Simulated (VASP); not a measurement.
Write the native input for VASP 6.6.1 that does the following.

```yaml
Task: single point
Functional: HSE06
Potentials_or_basis: VASP PAW PBE potentials, release 64 (I)
Cutoff: 520 eV
k_mesh: 5 × 5 × 5
Occupations: fermi-dirac, width 0.05 eV
Spin: no spin polarisation
Dipole_correction: no
Grid_for_exact_exchange_PRECFOCK: Normal
Further_INCAR_settings: ALGO = Normal; EDIFF = 1e-06; NBANDS = 10
Share_of_exact_exchange: 0.25
Screening_parameter: 0.2079 1/Å
```

I:

```
I
1.0
     0.00000    2.36560    3.90984
     2.19225    0.00000    3.90984
     2.19225    2.36560    0.00000
I
1
Direct
  0.00000 0.00000 0.00000
```

The input as run:

POSCAR

```
I
1.0
    0.0000000000      2.3656004428      3.9098401324
    2.1922454667      0.0000000000      3.9098401324
    2.1922454667      2.3656004428      0.0000000000
I
1
Direct
    0.0000000000      0.0000000000      0.0000000000
```

INCAR.step1

```
PREC = Accurate
ENCUT = 520
EDIFF = 1E-5
ISMEAR = -1
SIGMA = 0.05
LREAL = F
LASPH = T
NELM = 100
ALGO = Normal
ISIF = 2
LWAVE = T
LCHARG = F
GGA = PE
NBANDS = 10
```

INCAR.step2

```
PREC = Accurate
ENCUT = 520
EDIFF = 1E-6
ISMEAR = -1
SIGMA = 0.05
LREAL = F
LASPH = T
NELM = 100
ALGO = Normal
ISIF = 2
LWAVE = F
LCHARG = F
GGA = PE
LHFCALC = T
HFSCREEN = 0.2079
PRECFOCK = Normal
ISTART = 1
NBANDS = 10
```

KPOINTS

```
Automatic mesh
0
Gamma
  5 5 5
```

Potentials or basis: VASP PAW PBE potentials, release 64 (I).

Launch:

```bash
$ cat potpaw_PBE.64/I/POTCAR > POTCAR
$ cp INCAR.step1 INCAR
$ mpirun -np 1 vasp_std > vasp.out
$ cp INCAR.step2 INCAR
$ mpirun -np 1 vasp_std > vasp.out
```

Results of the run:

```json
{"Pressure": "-1.0 GPa", "Band gap on the k mesh": "zero (an odd number of electrons rules out a gap without spin polarisation)"}
```

Caveat: the k points lie up to 0.42 Å⁻¹ apart, too coarse for converged energies and pressures of a metal; the PAW data sets were made with another functional, which shifts forces and pressure a little; spin-orbit coupling is left out, which moves the levels of the heavy elements; an odd number of electrons without spin polarisation forces a metal; a magnetic or distorted state may lie lower.

Wall time 11 min on 1 thread of Intel(R) Xeon(R) Platinum 8259CL CPU @ 2.50GHz (Skylake/Cascade Lake), on a shared host, peak memory 0.28 GiB.
